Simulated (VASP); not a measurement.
Crystal: NaCl.

```
CELL_PARAMETERS angstrom
0.00000 2.89288 2.89288
2.89288 0.00000 2.89288
2.89288 2.89288 0.00000
ATOMIC_POSITIONS crystal
Na 0.00000 0.00000 0.00000
Cl 0.50000 0.50000 0.50000
```

Base run:

| Property | Result |
| --- | --- |
| Program | VASP 6.6.1 |
| Functional | r2SCAN |
| Potentials or basis | VASP PAW PBE potentials, release 64 (Na_pv, Cl) |
| Cutoff | 520 eV |
| k mesh | 5 × 5 × 5 |
| Occupations | methfessel-paxton, width 0.0138 eV |
| Spin | no spin polarisation |

Its results: band gap on the k mesh 5.62 eV, direct; pressure -2.3 GPa.

Question: The run is repeated on the same cell with these changes: functional from r2SCAN to PBE. What comes out?

Answer: Band gap on the k mesh 4.83 eV, direct; pressure -1.0 GPa.

r2SCAN gives the wider gap, since meta-GGAs in the generalised Kohn-Sham scheme recover part of the derivative discontinuity.

Caveats: the PAW data sets were made with another functional, which shifts forces and pressure a little (some runs).

